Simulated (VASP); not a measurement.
A run of VASP 6.6.1 is set up as follows.

INCAR

```
  ALGO = Normal
  EDIFF = 1E-6
  ENCUT = 520
  GGA = PS
  ISIF = 2
  ISMEAR = 0
  LASPH = T
  LCHARG = F
  LREAL = F
  LWAVE = F
  NBANDS = 12
  NELM = 80
  PREC = Accurate
  SIGMA = 0.15
```

The input KPOINTS:

```
k-points
0
Gamma
  20 20 20
```

File POSCAR:

```
Ag
1.0
   -1.7218801600      1.7218801600      1.5894278400
    1.7218801600     -1.7218801600      1.5894278400
    1.7218801600      1.7218801600     -1.5894278400
Ag
1
Direct
    0.0000000000      0.0000000000      0.0000000000
```

Potentials or basis: VASP PAW PBE potentials, release 64 (Ag).

Run with:

```sh
$ cat potpaw_PBE.64/Ag/POTCAR > POTCAR
$ mpirun -np 1 vasp_std > vasp.out
```

Problem. Predict the pressure.

Solution. -9.7 GPa.

Stress tensor (GPa, compression positive):
```
-9.59  0.00  0.00
 0.00 -9.59  0.00
 0.00  0.00 -9.96
```

Caveat: the cell differs from its parent crystal (strain +0.040 along x and y, -0.040 along z); the PAW data sets were made with another functional, which shifts forces and pressure a little.
